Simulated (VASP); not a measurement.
# La3InB (Pm-3m) in VASP: notebook

Runs on La3InB. Level: PBEsol+D3(BJ). Tasks: single point.

Everything below comes from runs of VASP 6.6.1. Logs are shortened: lines on timing, memory, paths and dates and some standing lists are left out, and cuts for length are marked.

### Step 1. The cell of the first run

The structure is cubic, space group Pm-3m (No. 221). Conventional cell: a = 5.329 Å, b = 5.329 Å, c = 5.329 Å, α = 90.00°, β = 90.00°, γ = 90.00°. La (site symmetry 4/mmm) has 2 B at 2.66 Å within 3.5 Å. Within 4.9 Å of In (site symmetry m-3m) lie 12 La at 3.77 Å and 8 B at 4.62 Å. B (site symmetry m-3m) has 6 La at 2.66 Å within 3.5 Å.

### Step 2. Single point, PBEsol+D3(BJ)

Input file INCAR:

```
SYSTEM = La3InB
ALGO     = Normal         ! electronic algorithm
EDIFF    = 1E-6           ! SCF threshold, eV
ENCUT    = 520            ! plane-wave cutoff, eV
GGA      = PS             ! functional
ISIF     = 2              ! what is computed and relaxed
ISMEAR   = 0              ! smearing method
IVDW     = 12             ! dispersion correction
LASPH    = .TRUE.         ! aspherical terms in the spheres
LCHARG   = .FALSE.        ! write CHGCAR
LREAL    = .FALSE.        ! projectors in reciprocal space
LWAVE    = .FALSE.        ! write WAVECAR
NBANDS   = 32             ! bands
NELM     = 100            ! most SCF steps
PREC     = Accurate       ! precision mode
SIGMA    = 0.01           ! smearing width, eV
```

Input file KPOINTS:

```
k-points
0
G
  3 3 3
  0 0 0
```

Input file POSCAR:

```
La3InB
1.0
    5.3289490000      0.0000000000      0.0000000000
    0.0000000000      5.3289490000      0.0000000000
    0.0000000000      0.0000000000      5.3289490000
La In B
3 1 1
Direct
    0.5000000000      0.0000000000      0.5000000000
    0.0000000000      0.5000000000      0.5000000000
    0.5000000000      0.5000000000      0.0000000000
    0.0000000000      0.0000000000      0.0000000000
    0.5000000000      0.5000000000      0.5000000000
```

Potentials or basis: VASP PAW PBE potentials, release 64 (La, In_d, B).

The run is started by

```
$ cat potpaw_PBE.64/La/POTCAR potpaw_PBE.64/In_d/POTCAR potpaw_PBE.64/B/POTCAR > POTCAR
$ mpirun -np 1 vasp_std > vasp.out
```

OUTCAR:

```text
SYSTEM = La3InB
   EDIFF = 1E-6
   ENCUT = 520
   GGA = PS
   ISIF = 2
   ISMEAR = 0
   IVDW = 12
   LASPH = .TRUE.
   LREAL = .FALSE.
   NELM = 100
   PREC = Accurate
 IVDW          = 12

 ion  position               nearest neighbor table
   1  0.500  0.000  0.500-   5 2.66   5 2.66   4 3.77   4 3.77   4 3.77   4 3.77
   2  0.000  0.500  0.500-   5 2.66   5 2.66   4 3.77   4 3.77   4 3.77   4 3.77
   3  0.500  0.500  0.000-   5 2.66   5 2.66   4 3.77   4 3.77   4 3.77   4 3.77
   4  0.000  0.000  0.000-   1 3.77   2 3.77   3 3.77   1 3.77   2 3.77   2 3.77   3 3.77   2 3.77
                             1 3.77   3 3.77   1 3.77   3 3.77
   5  0.500  0.500  0.500-   1 2.66   2 2.66   3 2.66   3 2.66   1 2.66   2 2.66

  LATTYP: Found a simple cubic cell.
 ALAT       =     5.3289490000

  Lattice vectors:

 A1 = (   5.3289490000,   0.0000000000,   0.0000000000)
 A2 = (   0.0000000000,   5.3289490000,   0.0000000000)
 A3 = (   0.0000000000,   0.0000000000,   5.3289490000)

Analysis of symmetry for initial positions (statically):
=====================================================================
 Subroutine PRICEL returns:
 Original cell was already a primitive cell.

 Routine SETGRP: Setting up the symmetry group for a
 simple cubic supercell.

 Subroutine GETGRP returns: Found 48 space group operations
 (whereof 48 operations were pure point group operations)
 out of a pool of 48 trial point group operations.

The static configuration has the point symmetry O_h .

Analysis of symmetry for dynamics (positions and initial velocities):
=====================================================================
 Subroutine PRICEL returns:
 Original cell was already a primitive cell.

 Routine SETGRP: Setting up the symmetry group for a
 simple cubic supercell.

 Subroutine GETGRP returns: Found 48 space group operations
 (whereof 48 operations were pure point group operations)
 out of a pool of 48 trial point group operations.

The dynamic configuration has the point symmetry O_h .

 Subroutine INISYM returns: Found 48 space group operations
 (whereof 48 operations are pure point group operations),
 and found     1 'primitive' translations

----------------------------------------------------------------------------------------

                                     Primitive cell

  volume of cell :     151.3299

  direct lattice vectors                    reciprocal lattice vectors
     5.328949000  0.000000000  0.000000000     0.187654264  0.000000000  0.000000000
     0.000000000  5.328949000  0.000000000     0.000000000  0.187654264  0.000000000
     0.000000000  0.000000000  5.328949000     0.000000000  0.000000000  0.187654264

  length of vectors
     5.328949000  5.328949000  5.328949000     0.187654264  0.187654264  0.187654264

  position of ions in fractional coordinates (direct lattice)
     0.500000000  0.000000000  0.500000000
     0.000000000  0.500000000  0.500000000
     0.500000000  0.500000000  0.000000000
     0.000000000  0.000000000  0.000000000
     0.500000000  0.500000000  0.500000000

  ion indices of the primitive-cell ions
   primitive index   ion index
                 1           1
                 2           2
                 3           3
                 4           4
                 5           5

----------------------------------------------------------------------------------------

 KPOINTS: k-points

Automatic generation of k-mesh.
 Grid dimensions read from file:
 generate k-points for:    3    3    3

 Generating k-lattice:

  Cartesian coordinates                     Fractional coordinates (reciprocal lattice)
     0.062551421  0.000000000  0.000000000     0.333333333  0.000000000  0.000000000
     0.000000000  0.062551421  0.000000000     0.000000000  0.333333333  0.000000000
     0.000000000  0.000000000  0.062551421     0.000000000  0.000000000  0.333333333

  Length of vectors
     0.062551421  0.062551421  0.062551421

  Shift w.r.t. Gamma in fractional coordinates (k-lattice)
     0.000000000  0.000000000  0.000000000

 Subroutine IBZKPT returns following result:
 ===========================================

 Found      4 irreducible k-points:

 Following reciprocal coordinates:
            Coordinates               Weight
  0.000000  0.000000  0.000000      1.000000
  0.333333  0.000000  0.000000      6.000000
  0.333333  0.333333  0.000000     12.000000
  0.333333  0.333333  0.333333      8.000000
   k-points           NKPTS =      4   k-points in BZ     NKDIM =      4   number of bands    NBANDS=     32
   number of dos      NEDOS =    301   number of ions     NIONS =      5
   total plane-waves  NPLWV =  64000
   dimension x,y,z NGX =    40 NGY =   40 NGZ =   40
   dimension x,y,z NGXF=    80 NGYF=   80 NGZF=   80
   ions per type =               3   1   1
   NGX,Y,Z   is equivalent  to a cutoff of  12.48, 12.48, 12.48 a.u.
   NGXF,Y,Z  is equivalent  to a cutoff of  24.96, 24.96, 24.96 a.u.
 SYSTEM =  La3InB
   PREC   = accura    normal or accurate (medium, high low for compatibility)
   ISTART =      0    job   : 0-new  1-cont  2-samecut
   ICHARG =      2    charge: 1-file 2-atom 10-const
   ISPIN  =      1    spin polarized calculation?
   LNONCOLLINEAR =      F non collinear calculations
   LSORBIT =      F    spin-orbit coupling
   LASPH  =      T    aspherical Exc in radial PAW
   ENCUT  =  520.0 eV  38.22 Ry    6.18 a.u.   9.91  9.91  9.91*2*pi/ulx,y,z
   NELM   =    100;   NELMIN=  2; NELMDL= -5     # of ELM steps
   EDIFF  = 0.1E-05   stopping-criterion for ELM
   LREAL  =      F    real-space projection
   EDIFFG = 0.1E-04   stopping-criterion for IOM
   NSW    =      0    number of steps for IOM
   IBRION =     -1    ionic relax: 0-MD 1-quasi-New 2-CG
   NFREE  =      0    steps in history (QN), initial steepest desc. (CG)
   ISIF   =      2    stress and relaxation
   ISYM   =      2    0-nonsym 1-usesym 2-fastsym
   POTIM  = 0.5000    time-step for ionic-motion
   TEBEG  =    0.0;   TEEND  =   0.0 temperature during run
   PSTRESS=    0.0 pullay stress
   NELECT =      49.0000    total number of electrons
   NUPDOWN=      -1.0000    fix difference up-down
   EMIN   =  10.00;   EMAX   =-10.00  energy-range for DOS
   EFERMI =   0.00;   METHOD = LEGACY
   ISMEAR =     0;   SIGMA  =   0.01  broadening in eV -4-tet -1-fermi 0-gaus
   EFERMI_NEDOS =   21; number of points for ismear=-14 and -15
   IALGO  =     38    algorithm
   IMIX   =      4    mixing-type and parameters
     AMIX     =   0.40;   BMIX     =  1.00
     AMIX_MAG =   1.60;   BMIX_MAG =  1.00
  volume/ion in A,a.u.               =      30.27       204.24
  Fermi-wavevector in a.u.,A,eV,Ry     =   1.124170  2.124373 17.194472  1.263758
  Thomas-Fermi vector in A             =   2.260840
   LORBIT       =      0    0 simple, 1 ext, 2 COOP (PROOUT), +10 PAW based schemes
   GGA     = PS    functional components
   LHFCALC =     F    Hartree Fock is set to
   AEXX    =    0.0000 exact exchange contribution
   IVDW    =    12    specifies the selected vdW correction
   LEPSILON=     F    determine dielectric tensor
   LRPA    =     F    only Hartree local field effects (RPA)
 non-spin polarized calculation
 Gauss-broadening in eV      SIGMA  =   0.01
  energy-cutoff  :      520.00
  volume of cell :      151.33
 maximum number of plane-waves:      4092
 NGX is ok and might be reduce to    40
   NGX = 19   NGY = 19   NGZ = 19

 number of electron      48.9999999 magnetization

 Free energy of the ion-electron system (eV)
  ---------------------------------------------------
  ext. energy  EPLUGINS =         0.00000000
  ---------------------------------------------------
  free energy    TOTEN  =       -26.84822716 eV

  energy without entropy =      -26.84425433  energy(sigma->0) =      -26.84624075

 E-fermi :   6.5607     XC(G=0):  -9.6915

 val. band max:        6.5575496315   @ k =   0.3333   0.0000   0.0000
 cond. band min:       7.0865156503   @ k =   0.3333   0.0000   0.0000
 fundamental gap:      0.5289660187
 Fermi energy:         6.5607304269

 k-point     1 :       0.0000    0.0000    0.0000
  band No.  band energies     occupation
      1     -25.7246      2.00000
      2     -25.5319      2.00000
      3     -25.5319      2.00000
      4      -9.8644      2.00000
      5      -9.8644      2.00000
      6      -9.8644      2.00000
      7      -9.2730      2.00000
      8      -9.2730      2.00000
      9      -9.2730      2.00000
     10      -8.9315      2.00000
     11      -8.9315      2.00000
     12      -8.9315      2.00000
     13      -6.8607      2.00000
     14      -6.8607      2.00000
     15      -6.8607      2.00000
     16      -6.8541      2.00000
     17      -6.8541      2.00000
     18       0.1852      2.00000
     19       1.4422      2.00000
     20       6.2817      2.00000
     21       6.2817      2.00000
     22       6.3600      2.00000
     23       6.3600      2.00000
     24       6.3600      2.00000
     25       7.5324      0.00000
     26       7.5324      0.00000
     27       7.5324      0.00000
     28       7.7751      0.00000
     29       7.7751      0.00000
     30       7.7751      0.00000
     31       8.7033      0.00000
     32       9.0134      0.00000

 k-point     2 :       0.3333    0.0000    0.0000
  band No.  band energies     occupation
      1     -25.6843      2.00000
      2     -25.5731      2.00000
      3     -25.5314      2.00000
      4      -9.7525      2.00000
      5      -9.7525      2.00000
      6      -9.6777      2.00000
      7      -9.3323      2.00000
      8      -9.3323      2.00000
      9      -9.2981      2.00000
     10      -9.2153      2.00000
     11      -9.0097      2.00000
     12      -9.0097      2.00000
     13      -6.8605      2.00000
     14      -6.8497      2.00000
     15      -6.8483      2.00000
     16      -6.8483      2.00000
     17      -6.8444      2.00000
     18       0.9104      2.00000
     19       1.9470      2.00000
     20       5.1459      2.00000
     21       5.9328      2.00000
     22       6.3576      2.00000
     23       6.3576      2.00000
     24       6.5575      1.34717
     25       7.0865      0.00000
     26       7.0865      0.00000
     27       7.0994      0.00000
     28       7.8697      0.00000
     29       8.2793      0.00000
     30       8.2793      0.00000
     31       8.3614      0.00000
     32       8.9316      0.00000

 k-point     3 :       0.3333    0.3333    0.0000
  band No.  band energies     occupation
      1     -25.6506      2.00000
      2     -25.5801      2.00000
      3     -25.5577      2.00000
      4      -9.8775      2.00000
      5      -9.6451      2.00000
      6      -9.6192      2.00000
      7      -9.4638      2.00000
      8      -9.3495      2.00000
      9      -9.3317      2.00000
     10      -9.1507      2.00000
     11      -9.0929      2.00000
     12      -8.9142      2.00000
     13      -6.8548      2.00000
     14      -6.8484      2.00000
     15      -6.8482      2.00000
     16      -6.8436      2.00000
     17      -6.8434      2.00000
     18       1.5848      2.00000
     19       2.2208      2.00000
     20       5.2404      2.00000
     21       5.2829      2.00000
     22       5.8383      2.00000
     23       5.9900      2.00000
     24       6.0434      2.00000
     25       6.5275      2.00000
     26       7.4611      0.00000
     27       7.5116      0.00000
     28       8.0225      0.00000
     29       8.2867      0.00000
     30       8.6680      0.00000
     31       8.8719      0.00000
     32       8.8787      0.00000

 k-point     4 :       0.3333    0.3333    0.3333
  band No.  band energies     occupation
      1     -25.6280      2.00000
      2     -25.5795      2.00000
      3     -25.5795      2.00000
      4     -10.1492      2.00000
      5      -9.6755      2.00000
      6      -9.6693      2.00000
      7      -9.6693      2.00000
      8      -9.1641      2.00000
      9      -9.1641      2.00000
     10      -9.0526      2.00000
     11      -8.9321      2.00000
     12      -8.9321      2.00000
     13      -6.8556      2.00000
     14      -6.8556      2.00000
     15      -6.8549      2.00000
     16      -6.8429      2.00000
     17      -6.8429      2.00000
     18       2.1174      2.00000
     19       2.2084      2.00000
     20       4.9768      2.00000
     21       4.9768      2.00000
     22       5.0533      2.00000
     23       6.0222      2.00000
     24       6.5567      1.43231
     25       6.5567      1.43231
     26       7.7848      0.00000
     27       7.7848      0.00000
     28       8.3507      0.00000
     29       8.6190      0.00000
     30       8.6198      0.00000
     31       8.7755      0.00000
     32       8.8219      0.00000

------------------------ aborting loop because EDIFF is reached ----------------------------------------

 Edisp (eV)   -1.93068

 E8    (eV) :    -1.4584

  FORCE on cell =-STRESS in cart. coord.  units (eV):
  Direction    XX          YY          ZZ          XY          YZ          ZX
  --------------------------------------------------------------------------------------
  -------------------------------------------------------------------------------------
  Total      -4.28477    -4.28477    -4.28477     0.00000    -0.00000     0.00000
  in kB     -45.36422   -45.36422   -45.36422     0.00000    -0.00000     0.00000
  external pressure =      -45.36 kB  Pullay stress =        0.00 kB

 VOLUME and BASIS-vectors are now :
 -----------------------------------------------------------------------------
  energy-cutoff  :      520.00
  volume of cell :      151.33
      direct lattice vectors                 reciprocal lattice vectors
     5.328949000  0.000000000  0.000000000     0.187654264  0.000000000  0.000000000
     0.000000000  5.328949000  0.000000000     0.000000000  0.187654264  0.000000000
     0.000000000  0.000000000  5.328949000     0.000000000  0.000000000  0.187654264

 POSITION                                       TOTAL-FORCE (eV/Angst)
 -----------------------------------------------------------------------------------
      2.66447      0.00000      2.66447         0.000000      0.000000      0.000000
      0.00000      2.66447      2.66447         0.000000      0.000000      0.000000
      2.66447      2.66447      0.00000         0.000000      0.000000      0.000000
      0.00000      0.00000      0.00000         0.000000      0.000000      0.000000
      2.66447      2.66447      2.66447         0.000000      0.000000      0.000000
 -----------------------------------------------------------------------------------
    total drift:                                0.000000     -0.000000     -0.000000

  FREE ENERGIE OF THE ION-ELECTRON SYSTEM (eV)
  ---------------------------------------------------
  free  energy   TOTEN  =       -28.7789100986 eV

  energy  without entropy=      -28.7749372766  energy(sigma->0) =      -28.77692369
```

Run time: 42 s. Hardware: 1 thread of Intel Xeon Platinum 8259CL at 2.50GHz (Skylake/Cascade Lake), shared host; peak memory 0.26 GiB.

Results:

```
Free energy                : -28.7789 eV
Pressure                   : -4.5 GPa
Dispersion energy per atom : -0.386 eV
```

Caveat: the k points lie up to 0.39 Å⁻¹ apart; the PAW data sets were made with another functional, which shifts forces and pressure a little; spin-orbit coupling is left out, which moves the levels of the heavy elements; pairwise dispersion overbinds metals, which lowers pressure and volume.

### Step 3. Single point, PBEsol+D3(BJ)

Input file INCAR:

```
ALGO = Normal ; EDIFF = 1E-6
ENCUT = 520 ; GGA = PS
ISIF = 2 ; ISMEAR = 0
IVDW = 12 ; LASPH = T
LCHARG = F ; LREAL = F
LWAVE = F ; NBANDS = 32
NELM = 80 ; PREC = Accurate
SIGMA = 0.01
```

Input file KPOINTS:

```
k-points
0
Gamma
  3 3 3
```

POSCAR is that of step 2.

Potentials or basis: VASP PAW PBE potentials, release 64 (La, In_d, B).

The run is started by

```
$ cat potpaw_PBE.64/La/POTCAR potpaw_PBE.64/In_d/POTCAR potpaw_PBE.64/B/POTCAR > POTCAR
$ mpirun -np 1 vasp_std > vasp.out
```

Run time: 44 s. Hardware: 1 thread of Intel Xeon Platinum 8259CL at 2.50GHz (Skylake/Cascade Lake), shared host; peak memory 0.25 GiB.

The run converged. Its results:

```
Free energy                : -28.7789 eV
Pressure                   : -4.5 GPa
Dispersion energy per atom : -0.386 eV
```

Levels at points of the mesh, in eV from the Fermi level:
```
           k point  band 21  band 22  band 23  band 24  band 25  band 26  band 27  band 28
(0.00, 0.00, 0.00)    -0.28    -0.20    -0.20    -0.20     0.97     0.97     0.97     1.21
```

Caveat: the k points lie up to 0.39 Å⁻¹ apart; the PAW data sets were made with another functional, which shifts forces and pressure a little; spin-orbit coupling is left out, which moves the levels of the heavy elements; pairwise dispersion overbinds metals, which lowers pressure and volume.
